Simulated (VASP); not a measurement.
# CsCl (Pm-3m) in VASP: further runs

Runs on CsCl. Level: LDA. Tasks: single point, relaxation of cell and atoms.

All numbers are computed with VASP 6.6.1; they aren't measurements. Logs are shortened: lines on timing, memory, paths and dates and some standing lists are left out, and cuts for length are marked.

## Step 1: The cell of the first run

It takes space group Pm-3m (No. 221, cubic). Conventional cell: a = 3.969 Å, b = 3.969 Å, c = 3.969 Å, α = 90.00°, β = 90.00°, γ = 90.00°. Within 4.5 Å of Cs (site symmetry m-3m) lie 8 Cl at 3.44 Å and 6 Cs at 3.97 Å. Cl (site symmetry m-3m) has 8 Cs at 3.44 Å and 6 Cl at 3.97 Å within 4.5 Å.

## Step 2: Single point, LDA

INCAR

```
ALGO = Normal
EDIFF = 1E-6
ENCUT = 500
GGA_COMPAT = False
ISIF = 2
ISMEAR = -1
LASPH = True
LCHARG = False
LREAL = False
LWAVE = False
NBANDS = 15
NELM = 120
PREC = Accurate
SIGMA = 0.05
```

KPOINTS

```
k-points
0
Gamma
  10 10 10
```

POSCAR

```
CsCl
1.0
    3.9692269567      0.0000000000      0.0000000000
    0.0000000000      3.9692269567      0.0000000000
    0.0000000000      0.0000000000      3.9692269567
Cs Cl
1 1
Direct
    0.0000000000      0.0000000000      0.0000000000
    0.5000000000      0.5000000000      0.5000000000
```

Potentials or basis: VASP PAW LDA potentials, release 64 (Cs_sv, Cl).

Launch:

```sh
> cat potpaw_LDA.64/Cs_sv/POTCAR potpaw_LDA.64/Cl/POTCAR > POTCAR
> mpirun -np 1 vasp_std > vasp.out
```

OUTCAR:

```text
EDIFF = 1E-6
   ENCUT = 500
   ISIF = 2
   ISMEAR = -1
   LASPH = True
   LREAL = False
   NELM = 120
   PREC = Accurate

 ion  position               nearest neighbor table
   1  0.000  0.000  0.000-
   2  0.500  0.500  0.500-

  LATTYP: Found a simple cubic cell.
 ALAT       =     3.9692269567

  Lattice vectors:

 A1 = (   3.9692269567,   0.0000000000,   0.0000000000)
 A2 = (   0.0000000000,   3.9692269567,   0.0000000000)
 A3 = (   0.0000000000,   0.0000000000,   3.9692269567)

Analysis of symmetry for initial positions (statically):
=====================================================================
 Subroutine PRICEL returns:
 Original cell was already a primitive cell.

 Routine SETGRP: Setting up the symmetry group for a
 simple cubic supercell.

 Subroutine GETGRP returns: Found 48 space group operations
 (whereof 48 operations were pure point group operations)
 out of a pool of 48 trial point group operations.

The static configuration has the point symmetry O_h .

Analysis of symmetry for dynamics (positions and initial velocities):
=====================================================================
 Subroutine PRICEL returns:
 Original cell was already a primitive cell.

 Routine SETGRP: Setting up the symmetry group for a
 simple cubic supercell.

 Subroutine GETGRP returns: Found 48 space group operations
 (whereof 48 operations were pure point group operations)
 out of a pool of 48 trial point group operations.

The dynamic configuration has the point symmetry O_h .

 Subroutine INISYM returns: Found 48 space group operations
 (whereof 48 operations are pure point group operations),
 and found     1 'primitive' translations

----------------------------------------------------------------------------------------

                                     Primitive cell

  volume of cell :      62.5342

  direct lattice vectors                    reciprocal lattice vectors
     3.969226957  0.000000000  0.000000000     0.251938226  0.000000000  0.000000000
     0.000000000  3.969226957  0.000000000     0.000000000  0.251938226  0.000000000
     0.000000000  0.000000000  3.969226957     0.000000000  0.000000000  0.251938226

  length of vectors
     3.969226957  3.969226957  3.969226957     0.251938226  0.251938226  0.251938226

  position of ions in fractional coordinates (direct lattice)
     0.000000000  0.000000000  0.000000000
     0.500000000  0.500000000  0.500000000

  ion indices of the primitive-cell ions
   primitive index   ion index
                 1           1
                 2           2

[... 84 lines left out ...]
   EMIN   =  10.00;   EMAX   =-10.00  energy-range for DOS
   EFERMI =   0.00;   METHOD = LEGACY
   ISMEAR =    -1;   SIGMA  =   0.05  broadening in eV -4-tet -1-fermi 0-gaus
   EFERMI_NEDOS =   21; number of points for ismear=-14 and -15
   IALGO  =     38    algorithm
   IMIX   =      4    mixing-type and parameters
     AMIX     =   0.40;   BMIX     =  1.00
     AMIX_MAG =   1.60;   BMIX_MAG =  1.00
  volume/ion in A,a.u.               =      31.27       211.00
  Fermi-wavevector in a.u.,A,eV,Ry     =   1.039303  1.963998 14.696346  1.080151
  Thomas-Fermi vector in A             =   2.173827
   LORBIT       =      0    0 simple, 1 ext, 2 COOP (PROOUT), +10 PAW based schemes
   GGA     = CA    functional components
   LHFCALC =     F    Hartree Fock is set to
   AEXX    =    0.0000 exact exchange contribution
   IVDW    =     0    specifies the selected vdW correction
   LEPSILON=     F    determine dielectric tensor
   LRPA    =     F    only Hartree local field effects (RPA)
 non-spin polarized calculation
  energy-cutoff  :      500.00
  volume of cell :       62.53
 maximum number of plane-waves:      1622
 NGX is ok and might be reduce to    30
   NGX = 15   NGY = 15   NGZ = 15

 number of electron      15.9999994 magnetization

 Free energy of the ion-electron system (eV)
  ---------------------------------------------------
  ext. energy  EPLUGINS =         0.00000000
  ---------------------------------------------------
  free energy    TOTEN  =        -7.30931385 eV

  energy without entropy =       -7.30931385  energy(sigma->0) =       -7.30931385

 E-fermi :   1.2257     XC(G=0):  -9.1202

 val. band max:        0.2120956994   @ k =   0.0000   0.0000   0.0000
 cond. band min:       5.1773780055   @ k =   0.0000   0.0000   0.0000
 fundamental gap:      4.9652823061
 Fermi energy:         1.2256699108

 k-point     1 :       0.0000    0.0000    0.0000
  band No.  band energies     occupation
      1     -19.0400      2.00000
      2     -12.0540      2.00000
      3      -5.4320      2.00000
      4      -5.4320      2.00000
      5      -5.4320      2.00000
      6       0.2121      2.00000
      7       0.2121      2.00000
      8       0.2121      2.00000
      9       5.1774      0.00000
     10       5.1774      0.00000
     11       5.6279      0.00000
     12      10.5233      0.00000
     13      10.5233      0.00000
     14      10.5233      0.00000
[... 401 lines left out ...]
      2     -12.1077      2.00000
      3      -5.9520      2.00000
      4      -5.3957      2.00000
      5      -5.3671      2.00000
      6      -0.7761      2.00000
      7      -0.1410      2.00000
      8       0.0013      2.00000
      9       6.2277      0.00000
     10       7.2504      0.00000
     11       7.8090      0.00000
     12       9.3496      0.00000
     13       9.6920      0.00000
     14      10.5422      0.00000
     15      11.5015      0.00000

 [... further k-points ...]

------------------------ aborting loop because EDIFF is reached ----------------------------------------

  FORCE on cell =-STRESS in cart. coord.  units (eV):
  Direction    XX          YY          ZZ          XY          YZ          ZX
  --------------------------------------------------------------------------------------
  -------------------------------------------------------------------------------------
  Total        0.0394926      0.0394926      0.0394926      0.0000000      0.0000000     -0.0000000
  in kB        1.0118326      1.0118326      1.0118326      0.0000000      0.0000000     -0.0000000
  external PRESSURE =       1.0118326 kB  Pullay stress =       0.0000000 kB

 VOLUME and BASIS-vectors are now :
 -----------------------------------------------------------------------------
  energy-cutoff  :      500.00
  volume of cell :       62.53
      direct lattice vectors                 reciprocal lattice vectors
     3.969226957  0.000000000  0.000000000     0.251938226  0.000000000  0.000000000
     0.000000000  3.969226957  0.000000000     0.000000000  0.251938226  0.000000000
     0.000000000  0.000000000  3.969226957     0.000000000  0.000000000  0.251938226

 POSITION                                       TOTAL-FORCE (eV/Angst)
 -----------------------------------------------------------------------------------
      0.00000      0.00000      0.00000         0.000000      0.000000      0.000000
      1.98461      1.98461      1.98461         0.000000      0.000000      0.000000
 -----------------------------------------------------------------------------------
    total drift:                                0.000000      0.000000     -0.000000

  FREE ENERGIE OF THE ION-ELECTRON SYSTEM (eV)
  ---------------------------------------------------
  free  energy   TOTEN  =        -7.3093138509 eV

  energy  without entropy=       -7.3093138508  energy(sigma->0) =       -7.30931385
```

stdout:

```text
POSCAR found type information on POSCAR CsCl
 POSCAR found :  2 types and       2 ions
 scaLAPACK will be used
 LDA part: xc-table for (Slater(with rela. corr.)+CA(PZ))
 , standard interpolation
 POSCAR, INCAR and KPOINTS ok, starting setup
 FFT: planning ... GRIDC
 FFT: planning ... GRID_SOFT
 FFT: planning ... GRID
 WAVECAR not read
 entering main loop
```

Wall time 21 s (1 thread of Oxide Virtual Turin-like, shared host); peak memory 0.14 GiB.

What came out:

- Free energy: -7.3093 eV
- Pressure: 0.1 GPa
- Band gap on the k mesh: 4.97 eV

Levels at points of the mesh, in eV from the valence-band top:
```
           k point  band 4  band 5  band 6  band 7  band 8  band 9  band 10  band 11  band 12  band 13
(0.00, 0.00, 0.00)   -5.64   -5.64    0.00    0.00    0.00    4.97     4.97     5.42    10.31    10.31
(0.50, 0.00, 0.00)   -5.41   -5.41   -1.52   -0.39   -0.39    6.18     7.91     8.91     9.33     9.84
(0.50, 0.50, 0.00)   -6.74   -5.28   -0.46   -0.46   -0.15    5.73     5.83     7.90     7.90    12.63
(0.50, 0.50, 0.50)   -6.36   -6.36   -1.50   -1.50   -1.50    8.83     8.83     8.83    10.91    10.91
```

Caveat: spin-orbit coupling is left out, which moves the levels of the heavy elements. A k mesh can miss the band edges.

## Step 3: Relaxation of cell and atoms, LDA

This run uses another cell than the first one, of 35.04 Å³/atom.

INCAR

```
  ALGO = Normal
  EDIFF = 1E-7
  EDIFFG = -0.002
  ENCUT = 500
  GGA = CA
  GGA_COMPAT = F
  IBRION = 2
  ISIF = 3
  ISMEAR = -1
  LASPH = T
  LCHARG = F
  LREAL = F
  LWAVE = F
  NELM = 120
  NELMIN = 4
  NSW = 100
  PREC = Accurate
  SIGMA = 0.05
```

KPOINTS is that of step 2.

POSCAR

```
CsCl
1.0
    4.1230000000      0.0000000000      0.0000000000
    0.0000000000      4.1230000000      0.0000000000
    0.0000000000      0.0000000000      4.1230000000
Cs Cl
1 1
Direct
    0.0000000000      0.0000000000      0.0000000000
    0.5000000000      0.5000000000      0.5000000000
```

Potentials or basis: VASP PAW LDA potentials, release 64 (Cs_sv, Cl).

Launch:

```sh
> cat potpaw_LDA.64/Cs_sv/POTCAR potpaw_LDA.64/Cl/POTCAR > POTCAR
> mpirun -np 1 vasp_std > vasp.out
```

OUTCAR:

```text
EDIFF = 1E-7
   EDIFFG = -0.002
   ENCUT = 500
   GGA = CA
   IBRION = 2
   ISIF = 3
   ISMEAR = -1
   LASPH = T
   LREAL = F
   NELM = 120
   NELMIN = 4
   NSW = 100
   PREC = Accurate

 ion  position               nearest neighbor table
   1  0.000  0.000  0.000-
   2  0.500  0.500  0.500-

  LATTYP: Found a simple cubic cell.
 ALAT       =     4.1230000000

  Lattice vectors:

 A1 = (   4.1230000000,   0.0000000000,   0.0000000000)
 A2 = (   0.0000000000,   4.1230000000,   0.0000000000)
 A3 = (   0.0000000000,   0.0000000000,   4.1230000000)

Analysis of symmetry for initial positions (statically):
=====================================================================
 Subroutine PRICEL returns:
 Original cell was already a primitive cell.
[... 299 lines left out ...]
      3      -5.4697      2.00000
      4      -5.4697      2.00000
      5      -5.4697      2.00000
      6       0.1794      2.00000
      7       0.1794      2.00000
      8       0.1794      2.00000
      9       5.1538      0.00000
     10       5.1538      0.00000
     11       5.5699      0.00000
     12      10.4761      0.00000
[... 331 lines left out ...]
 k-point    24 :       0.3000    0.1000    0.1000
  band No.  band energies     occupation
      1     -18.9637      2.00000
      2     -12.1293      2.00000
      3      -5.9850      2.00000
      4      -5.4344      2.00000
      5      -5.4068      2.00000
      6      -0.8004      2.00000
      7      -0.1684      2.00000
      8      -0.0287      2.00000
      9       6.1976      0.00000
     10       7.2008      0.00000
     11       7.7582      0.00000
     12       9.3075      0.00000

 [... further k-points ...]

------------------------ aborting loop because EDIFF is reached ----------------------------------------

  FORCE on cell =-STRESS in cart. coord.  units (eV):
  Direction    XX          YY          ZZ          XY          YZ          ZX
  --------------------------------------------------------------------------------------
  -------------------------------------------------------------------------------------
  Total        0.0029675      0.0029675      0.0029675     -0.0000000     -0.0000000     -0.0000000
  in kB        0.0756613      0.0756613      0.0756613     -0.0000000     -0.0000000     -0.0000000
  external PRESSURE =       0.0756613 kB  Pullay stress =       0.0000000 kB
[... 17 lines left out ...]
  FREE ENERGIE OF THE ION-ELECTRON SYSTEM (eV)
  ---------------------------------------------------
  free  energy   TOTEN  =        -7.3112321424 eV

  energy  without entropy=       -7.3112321424  energy(sigma->0) =       -7.31123214

 reached required accuracy - stopping structural energy minimisation
```

OSZICAR:

```text
N       E                     dE             d eps       ncg     rms          rms(c)
DAV:   1     0.931631480899E+02    0.93163E+02   -0.68532E+03  1344   0.112E+03
DAV:   2    -0.109709355719E+01   -0.94260E+02   -0.87649E+02  2048   0.187E+02
DAV:   3    -0.758830370387E+01   -0.64912E+01   -0.64713E+01  1688   0.555E+01
[... 35 lines left out ...]
DAV:   2    -0.731136197564E+01    0.67880E-03   -0.12388E-03  1372   0.218E-01    0.510E-02
DAV:   3    -0.731124155455E+01    0.12042E-03   -0.31865E-04  1396   0.112E-01    0.266E-02
DAV:   4    -0.731123255106E+01    0.90035E-05   -0.22270E-05  1480   0.320E-02    0.713E-03
DAV:   5    -0.731123219277E+01    0.35829E-06   -0.16450E-06  1536   0.902E-03    0.359E-03
DAV:   6    -0.731123214239E+01    0.50382E-07   -0.10250E-07   860   0.241E-03
   4 F= -.73112321E+01 E0= -.73112321E+01  d E =-.521725E-01
```

Wall time 60 s (1 thread of Oxide Virtual Turin-like, shared host); peak memory 0.15 GiB.

Results:

| Property | Result |
| --- | --- |
| Free energy | -7.3112 eV |
| Relaxed volume | 31.42 Å³/atom |
| Relaxed cell | a = 3.976 Å, b = 3.976 Å, c = 3.976 Å, α = 90.00°, β = 90.00°, γ = 90.00° |
| Space group after relaxing (to 0.1 Å) | Pm-3m (No. 221) |
| Energy gained by relaxing | 26.1 meV/atom |
| Ionic steps | 4 |
| Pressure after relaxing | 0.0 GPa |
| Band gap on the k mesh | 4.97 eV |

Step by step:
| step | energy change (eV) | largest force (eV/Å) | pressure (GPa) | volume (Å³) |
| --- | --- | --- | --- | --- |
| 1 | 0.0000 | 0.0000 | -2.06 | 70.09 |
| 2 | -0.0435 | 0.0000 | -0.97 | 65.61 |
| 3 | -0.0521 | 0.0000 | -0.07 | 63.02 |
| 4 | -0.0522 | 0.0000 | 0.01 | 62.84 |

Final structure:
```
Cs Cl
1.0
     3.97565    0.00000    0.00000
     0.00000    3.97565    0.00000
     0.00000    0.00000    3.97565
Cs Cl
1 1
Direct
  0.00000 0.00000 0.00000
  0.50000 0.50000 0.50000
```

Levels at points of the mesh, in eV from the valence-band top:
```
           k point  band 5  band 6  band 7  band 8  band 9  band 10  band 11  band 12
(0.00, 0.00, 0.00)   -5.65    0.00    0.00    0.00    4.97     4.97     5.39    10.30
(0.50, 0.00, 0.00)   -5.42   -1.50   -0.38   -0.38    6.18     7.89     8.92     9.30
(0.50, 0.50, 0.00)   -5.29   -0.46   -0.46   -0.14    5.73     5.83     7.89     7.89
(0.50, 0.50, 0.50)   -6.36   -1.48   -1.48   -1.48    8.81     8.81     8.81    10.88
```

Caveat: spin-orbit coupling is left out, which moves the levels of the heavy elements. Zero-point motion and thermal expansion aren't in these numbers.
